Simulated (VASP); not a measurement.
# TaRu5 (P-62m) in VASP: a series of runs

TaRu5 is run at these levels: PBEsol, PBE; tasks: single point.

All numbers are computed with VASP 6.6.1; they aren't measurements. Logs are shortened: lines on timing, memory, paths and dates and some standing lists are left out, and cuts for length are marked.

## (1) The cell of the first run

Symmetry: P-62m, No. 189, hexagonal system. The conventional cell has a = 4.788 Å, b = 4.788 Å, c = 4.375 Å, α = 90.00°, β = 90.00°, γ = 120.00°. Within 3.6 Å of Ta (site symmetry -62m) lie 12 Ru at 2.74 to 2.76 Å. Ru (site symmetry m2m) has 10 Ru at 2.69 to 2.87 Å and 2 Ta at 2.74 Å within 3.5 Å. Ru (site symmetry -6) has 9 Ru at 2.69 to 2.76 Å and 3 Ta at 2.76 Å within 3.5 Å.

## (2) Single point, PBEsol

INCAR reads:

```
SYSTEM = TaRu5
PREC = Accurate
ENCUT = 520
EDIFF = 1E-6
ISMEAR = 0
SIGMA = 0.1
LREAL = .FALSE.
LASPH = .TRUE.
NELM = 80
ALGO = Fast
ISIF = 2
LWAVE = .FALSE.
LCHARG = .TRUE.
GGA = PS
LELF = .TRUE.
LVHAR = .TRUE.
NBANDS = 50
```

KPOINTS reads:

```
Automatic mesh
0
G
  12 12 8
  0 0 0
```

POSCAR reads:

```
TaRu5
1.0
    4.7882322403      0.0000000000      0.0000000000
   -2.3941161201      4.1467307593      0.0000000000
    0.0000000000      0.0000000000      4.3748132317
Ta Ru
1 5
Direct
    0.0000000000      0.0000000000      0.5000000000
    0.0000000000      0.6537911426      0.0000000000
    0.6537911426      0.0000000000      0.0000000000
    0.3462088574      0.3462088574      0.0000000000
    0.3333333333      0.6666666667      0.5000000000
    0.6666666667      0.3333333333      0.5000000000
```

Potentials or basis: VASP PAW PBE potentials, release 64 (Ta_pv, Ru_pv).

Started as:

```bash
$ cat potpaw_PBE.64/Ta_pv/POTCAR potpaw_PBE.64/Ru_pv/POTCAR > POTCAR
$ mpirun -np 1 vasp_std > vasp.out
```

OUTCAR:

```text
SYSTEM = TaRu5
   PREC = Accurate
   ENCUT = 520
   EDIFF = 1E-6
   ISMEAR = 0
   LREAL = .FALSE.
   LASPH = .TRUE.
   NELM = 80
   ISIF = 2
   GGA = PS

 ion  position               nearest neighbor table
   1  0.000  0.000  0.500-   2 2.74   2 2.74   3 2.74   3 2.74   4 2.74   4 2.74   6 2.76   5 2.76
                             5 2.76   6 2.76   6 2.76   5 2.76
   2  0.000  0.654  0.000-   5 2.69   5 2.69   6 2.69   6 2.69   4 2.71   3 2.71   4 2.71   3 2.71
                             1 2.74   1 2.74   3 2.87   4 2.87
   3  0.654  0.000  0.000-   6 2.69   6 2.69   5 2.69   5 2.69   4 2.71   4 2.71   2 2.71   2 2.71
                             1 2.74   1 2.74   2 2.87   4 2.87
   4  0.346  0.346  0.000-   5 2.69   5 2.69   6 2.69   6 2.69   3 2.71   2 2.71   3 2.71   2 2.71
                             1 2.74   1 2.74   2 2.87   3 2.87
   5  0.333  0.667  0.500-   2 2.69   2 2.69   3 2.69   3 2.69   4 2.69   4 2.69   1 2.76   6 2.76
                             6 2.76   1 2.76   1 2.76   6 2.76
   6  0.667  0.333  0.500-   3 2.69   3 2.69   2 2.69   2 2.69   4 2.69   4 2.69   1 2.76   5 2.76
                             5 2.76   1 2.76   1 2.76   5 2.76

  LATTYP: Found a hexagonal cell.
 ALAT       =     4.7882322403
 C/A-ratio  =     0.9136593657

  Lattice vectors:

 A1 = (   4.7882322403,   0.0000000000,   0.0000000000)
 A2 = (  -2.3941161201,   4.1467307593,   0.0000000000)
 A3 = (   0.0000000000,   0.0000000000,   4.3748132317)

Analysis of symmetry for initial positions (statically):
=====================================================================
 Subroutine PRICEL returns:
 Original cell was already a primitive cell.

 Routine SETGRP: Setting up the symmetry group for a
 hexagonal supercell.

 Subroutine GETGRP returns: Found 12 space group operations
 (whereof 12 operations were pure point group operations)
 out of a pool of 24 trial point group operations.

The static configuration has the point symmetry D_3h.

Analysis of symmetry for dynamics (positions and initial velocities):
=====================================================================
 Subroutine PRICEL returns:
 Original cell was already a primitive cell.

 Routine SETGRP: Setting up the symmetry group for a
 hexagonal supercell.

 Subroutine GETGRP returns: Found 12 space group operations
 (whereof 12 operations were pure point group operations)
 out of a pool of 24 trial point group operations.

The dynamic configuration has the point symmetry D_3h.

 Subroutine INISYM returns: Found 12 space group operations
 (whereof 12 operations are pure point group operations),
 and found     1 'primitive' translations

----------------------------------------------------------------------------------------

                                     Primitive cell

  volume of cell :      86.8641

  direct lattice vectors                    reciprocal lattice vectors
     4.788232240  0.000000000  0.000000000     0.208845342  0.120576914  0.000000000
    -2.394116120  4.146730759  0.000000000     0.000000000  0.241153829  0.000000000
     0.000000000  0.000000000  4.374813232     0.000000000  0.000000000  0.228581187

  length of vectors
     4.788232240  4.788232240  4.374813232     0.241153829  0.241153829  0.228581187

  position of ions in fractional coordinates (direct lattice)
     0.000000000  0.000000000  0.500000000
     1.000000000  0.653791143  0.000000000
     0.653791143  0.000000000  0.000000000
     0.346208857  0.346208857  0.000000000
     0.333333333  0.666666667  0.500000000
     0.666666667  0.333333333  0.500000000

  ion indices of the primitive-cell ions
   primitive index   ion index
                 1           1
                 2           2
                 3           3
                 4           4
                 5           5
                 6           6

----------------------------------------------------------------------------------------

 KPOINTS: Automatic mesh

Automatic generation of k-mesh.
 Grid dimensions read from file:
 generate k-points for:   12   12    8

 Generating k-lattice:

  Cartesian coordinates                     Fractional coordinates (reciprocal lattice)
     0.017403779  0.010048076  0.000000000     0.083333333 -0.000000000  0.000000000
     0.000000000  0.020096152  0.000000000     0.000000000  0.083333333  0.000000000
     0.000000000  0.000000000  0.028572648     0.000000000  0.000000000  0.125000000

  Length of vectors
     0.020096152  0.020096152  0.028572648

  Shift w.r.t. Gamma in fractional coordinates (k-lattice)
     0.000000000  0.000000000  0.000000000

 Subroutine IBZKPT returns following result:
 ===========================================

 Found     95 irreducible k-points:

 Following reciprocal coordinates:
            Coordinates               Weight
  0.000000  0.000000  0.000000      1.000000
  0.083333 -0.000000  0.000000      6.000000
  0.166667 -0.000000  0.000000      6.000000
  0.250000 -0.000000  0.000000      6.000000
  0.333333 -0.000000  0.000000      6.000000
  0.416667  0.000000  0.000000      6.000000
[... 16 lines left out ...]
  0.250000 -0.000000  0.125000     12.000000
  0.333333 -0.000000  0.125000     12.000000
 [... further k-points ...]
   k-points           NKPTS =     95   k-points in BZ     NKDIM =     95   number of bands    NBANDS=     50
   number of dos      NEDOS =    301   number of ions     NIONS =      6
   total plane-waves  NPLWV =  46656
   dimension x,y,z NGX =    36 NGY =   36 NGZ =   36
   dimension x,y,z NGXF=    72 NGYF=   72 NGZF=   72
   ions per type =               1   5
   NGX,Y,Z   is equivalent  to a cutoff of  12.50, 12.50, 13.68 a.u.
   NGXF,Y,Z  is equivalent  to a cutoff of  25.00, 25.00, 27.36 a.u.
 SYSTEM =  TaRu5
   PREC   = accura    normal or accurate (medium, high low for compatibility)
   ISTART =      0    job   : 0-new  1-cont  2-samecut
   ICHARG =      2    charge: 1-file 2-atom 10-const
   ISPIN  =      1    spin polarized calculation?
   LNONCOLLINEAR =      F non collinear calculations
   LSORBIT =      F    spin-orbit coupling
   LASPH  =      T    aspherical Exc in radial PAW
   ENCUT  =  520.0 eV  38.22 Ry    6.18 a.u.   8.90  8.90  8.13*2*pi/ulx,y,z
   NELM   =     80;   NELMIN=  2; NELMDL= -5     # of ELM steps
   EDIFF  = 0.1E-05   stopping-criterion for ELM
   LREAL  =      F    real-space projection
   EDIFFG = 0.1E-04   stopping-criterion for IOM
   NSW    =      0    number of steps for IOM
   IBRION =     -1    ionic relax: 0-MD 1-quasi-New 2-CG
   NFREE  =      0    steps in history (QN), initial steepest desc. (CG)
   ISIF   =      2    stress and relaxation
   ISYM   =      2    0-nonsym 1-usesym 2-fastsym
   POTIM  = 0.5000    time-step for ionic-motion
   TEBEG  =    0.0;   TEEND  =   0.0 temperature during run
   PSTRESS=    0.0 pullay stress
   NELECT =      81.0000    total number of electrons
   NUPDOWN=      -1.0000    fix difference up-down
   EMIN   =  10.00;   EMAX   =-10.00  energy-range for DOS
   EFERMI =   0.00;   METHOD = LEGACY
   ISMEAR =     0;   SIGMA  =   0.10  broadening in eV -4-tet -1-fermi 0-gaus
   EFERMI_NEDOS =   21; number of points for ismear=-14 and -15
   IALGO  =     68    algorithm
   IMIX   =      4    mixing-type and parameters
     AMIX     =   0.40;   BMIX     =  1.00
     AMIX_MAG =   1.60;   BMIX_MAG =  1.00
  volume/ion in A,a.u.               =      14.48        97.70
  Fermi-wavevector in a.u.,A,eV,Ry     =   1.599397  3.022422 34.804672  2.558071
  Thomas-Fermi vector in A             =   2.696696
   LORBIT       =      0    0 simple, 1 ext, 2 COOP (PROOUT), +10 PAW based schemes
   GGA     = PS    functional components
   LHFCALC =     F    Hartree Fock is set to
   AEXX    =    0.0000 exact exchange contribution
   IVDW    =     0    specifies the selected vdW correction
   LEPSILON=     F    determine dielectric tensor
   LRPA    =     F    only Hartree local field effects (RPA)
 non-spin polarized calculation
 RMM-DIIS sequential band-by-band and
 Gauss-broadening in eV      SIGMA  =   0.10
  energy-cutoff  :      520.00
  volume of cell :       86.86
 maximum number of plane-waves:      2362
 NGX is ok and might be reduce to    36
   NGX = 17   NGY = 17   NGZ = 17

 number of electron      81.0000034 magnetization

 Free energy of the ion-electron system (eV)
  ---------------------------------------------------
  ext. energy  EPLUGINS =         0.00000000
  ---------------------------------------------------
  free energy    TOTEN  =       -63.86926411 eV

  energy without entropy =      -63.83563541  energy(sigma->0) =      -63.85244976

 E-fermi :  10.8016     XC(G=0): -13.8852

 val. band max:       10.7962965800   @ k =   0.3333   0.1667   0.3750
 cond. band min:      10.8073987649   @ k =   0.3333   0.2500   0.2500
 fundamental gap:      0.0111021849
 Fermi energy:        10.8015604655

 k-point     1 :       0.0000    0.0000    0.0000
  band No.  band energies     occupation
      1     -32.2256      2.00000
      2     -32.0006      2.00000
      3     -32.0006      2.00000
      4     -31.9978      2.00000
      5     -31.8018      2.00000
      6     -31.8018      2.00000
[... 42 lines left out ...]
     49      14.3609      0.00000
     50      14.3609      0.00000

 k-point     2 :       0.0833   -0.0000    0.0000
  band No.  band energies     occupation
      1     -32.2208      2.00000
      2     -32.0233      2.00000
      3     -32.0038      2.00000
      4     -31.9747      2.00000
      5     -31.8154      2.00000
      6     -31.8073      2.00000
[... 42 lines left out ...]
     49      14.3748      0.00000
     50      14.6294      0.00000

 k-point     3 :       0.1667   -0.0000    0.0000
  band No.  band energies     occupation
      1     -32.2066      2.00000
      2     -32.0455      2.00000
      3     -32.0070      2.00000
      4     -31.9507      2.00000
      5     -31.8473      2.00000
      6     -31.8360      2.00000
[... 1102 lines left out ...]
     49      14.2957      0.00000
     50      15.8797      0.00000

 k-point    24 :       0.3333   -0.0000    0.1250
  band No.  band energies     occupation
      1     -32.1495      2.00000
      2     -32.1119      2.00000
      3     -31.9895      2.00000
      4     -31.9424      2.00000
      5     -31.8934      2.00000
      6     -31.8351      2.00000
[... 42 lines left out ...]
     49      14.3251      0.00000
     50      15.1439      0.00000

 [... further k-points ...]
[... 5 lines left out ...]
  --------------------------------------------------------------------------------------
  -------------------------------------------------------------------------------------
  Total       -5.1958011     -5.1958011     -5.3795476     -0.0000000      0.0000000      0.0000000
  in kB      -95.8346455    -95.8346455    -99.2237808     -0.0000000      0.0000000      0.0000000
  external PRESSURE =     -96.9643573 kB  Pullay stress =       0.0000000 kB

 VOLUME and BASIS-vectors are now :
 -----------------------------------------------------------------------------
  energy-cutoff  :      520.00
  volume of cell :       86.86
      direct lattice vectors                 reciprocal lattice vectors
     4.788232240  0.000000000  0.000000000     0.208845342  0.120576914  0.000000000
    -2.394116120  4.146730759  0.000000000     0.000000000  0.241153829  0.000000000
     0.000000000  0.000000000  4.374813232     0.000000000  0.000000000  0.228581187

 POSITION                                       TOTAL-FORCE (eV/Angst)
 -----------------------------------------------------------------------------------
      0.00000      0.00000      2.18741        -0.000000      0.000000     -0.000000
     -1.56525      2.71110      0.00000         0.035815     -0.062033     -0.000000
      3.13050      0.00000      0.00000        -0.071630      0.000000     -0.000000
      0.82886      1.43563      0.00000         0.035815      0.062033      0.000000
     -0.00000      2.76449      2.18741        -0.000000      0.000000     -0.000000
      2.39412      1.38224      2.18741        -0.000000      0.000000     -0.000000
 -----------------------------------------------------------------------------------
    total drift:                                0.000000      0.000000     -0.000000

  FREE ENERGIE OF THE ION-ELECTRON SYSTEM (eV)
  ---------------------------------------------------
  free  energy   TOTEN  =       -63.8692641146 eV

  energy  without entropy=      -63.8356354106  energy(sigma->0) =      -63.85244976
```

It took 11 min on 1 thread of Oxide Virtual Turin-like, shared host; peak memory 0.4 GiB.

What came out:

| Quantity | Value |
| --- | --- |
| Free energy | -63.8693 eV |
| Pressure | -9.7 GPa |
| Largest force | 0.072 eV/Å |

Forces in eV/Å, atoms in the order of the input:
```
Ta   0.000  0.000  0.000
Ru   0.036 -0.062  0.000
Ru  -0.072  0.000  0.000
Ru   0.036  0.062  0.000
Ru   0.000  0.000  0.000
Ru   0.000  0.000  0.000
```

Stress tensor (GPa, compression positive):
```
-9.58  0.00  0.00
 0.00 -9.58  0.00
 0.00  0.00 -9.92
```

Levels at points of the mesh, in eV from the Fermi level:
```
           k point  band 39  band 40  band 41  band 42  band 43  band 44
(0.00, 0.00, 0.00)    -0.68    -0.24    -0.24     1.05     1.48     1.53
(0.50, 0.00, 0.00)    -0.69    -0.56     0.02     0.55     0.67     0.80
(0.00, 0.00, 0.50)    -0.63    -0.63    -0.17    -0.17     1.28     1.28
(0.50, 0.00, 0.50)    -0.16    -0.09     0.66     1.04     1.17     1.23
```

Caveat: the PAW data sets were made with another functional, which shifts forces and pressure a little; spin-orbit coupling is left out, which moves the levels of the heavy elements.

## (3) Single point, PBE, collinear spin, ferromagnetic start

INCAR reads:

```
  PREC = Accurate
  ENCUT = 520
  EDIFF = 1E-6
  ISMEAR = 0
  SIGMA = 0.1
  LREAL = False
  LASPH = True
  NELM = 150
  ALGO = Fast
  ISIF = 2
  LWAVE = False
  LCHARG = False
  ISPIN = 2
  MAGMOM = 0 1 1 1 1 1
  LORBIT = 11
  LMAXMIX = 4
  GGA = PE
  NBANDS = 54
```

KPOINTS reads:

```
regular mesh
0
Gamma
  6 6 4
```

POSCAR reads:

```
TaRu5
1.0
    4.7929478838      0.0000000000      0.0000000000
   -2.3964739419      4.1508146264      0.0000000000
    0.0000000000      0.0000000000      4.3638374033
Ta Ru
1 5
Direct
    0.0000000000      0.0000000000      0.5000000000
    0.0000000000      0.6539937851      0.0000000000
    0.6539937851      0.0000000000      0.0000000000
    0.3460062149      0.3460062149      0.0000000000
    0.3333333333      0.6666666667      0.5000000000
    0.6666666667      0.3333333333      0.5000000000
```

Potentials or basis: VASP PAW PBE potentials, release 64 (Ta_pv, Ru_pv).

Started as:

```bash
$ cat potpaw_PBE.64/Ta_pv/POTCAR potpaw_PBE.64/Ru_pv/POTCAR > POTCAR
$ mpirun -np 1 vasp_std > vasp.out
```

It took 4.5 min on 1 thread of Oxide Virtual Turin-like, shared host; peak memory 0.28 GiB.

The run converged. Its results:

```
Free energy                                           : -58.6029 eV
Pressure                                              : 0.0 GPa
Largest force                                         : 0.020 eV/Å
Net moment                                            : 0.00 μB per cell
Valence electrons inside the program's atomic spheres : Ta 8.92; Ru 12.65, 12.68
```

Forces in eV/Å, atoms in the order of the input:
```
Ta   0.000  0.000  0.000
Ru   0.010 -0.018  0.000
Ru  -0.020  0.000  0.000
Ru   0.010  0.018  0.000
Ru   0.000  0.000  0.000
Ru   0.000  0.000  0.000
```

Stress tensor (GPa, compression positive):
```
 0.00  0.00  0.00
 0.00  0.00  0.00
 0.00  0.00 -0.12
```

Levels at points of the mesh, in eV from the Fermi level:
Spin up:
| k point | band 38 | band 39 | band 40 | band 41 | band 42 | band 43 | band 44 | band 45 |
| --- | --- | --- | --- | --- | --- | --- | --- | --- |
| (0.00, 0.00, 0.00) | -0.74 | -0.74 | -0.26 | -0.26 | 1.02 | 1.50 | 1.50 | 1.51 |
| (0.50, 0.00, 0.00) | -1.06 | -0.70 | -0.59 | -0.02 | 0.52 | 0.63 | 0.77 | 1.65 |
| (0.00, 0.00, 0.50) | -1.69 | -0.66 | -0.66 | -0.21 | -0.21 | 1.26 | 1.26 | 1.28 |
| (0.50, 0.00, 0.50) | -0.74 | -0.22 | -0.12 | 0.64 | 1.00 | 1.13 | 1.22 | 1.70 |
Spin down:
| k point | band 39 | band 40 | band 41 | band 42 | band 43 | band 44 |
| --- | --- | --- | --- | --- | --- | --- |
| (0.00, 0.00, 0.00) | -0.74 | -0.26 | -0.26 | 1.02 | 1.50 | 1.50 |
| (0.50, 0.00, 0.00) | -0.70 | -0.59 | -0.02 | 0.52 | 0.63 | 0.77 |
| (0.00, 0.00, 0.50) | -0.66 | -0.66 | -0.21 | -0.21 | 1.26 | 1.26 |
| (0.50, 0.00, 0.50) | -0.22 | -0.12 | 0.64 | 1.00 | 1.13 | 1.22 |

Caveat: spin-orbit coupling is left out, which moves the levels of the heavy elements.
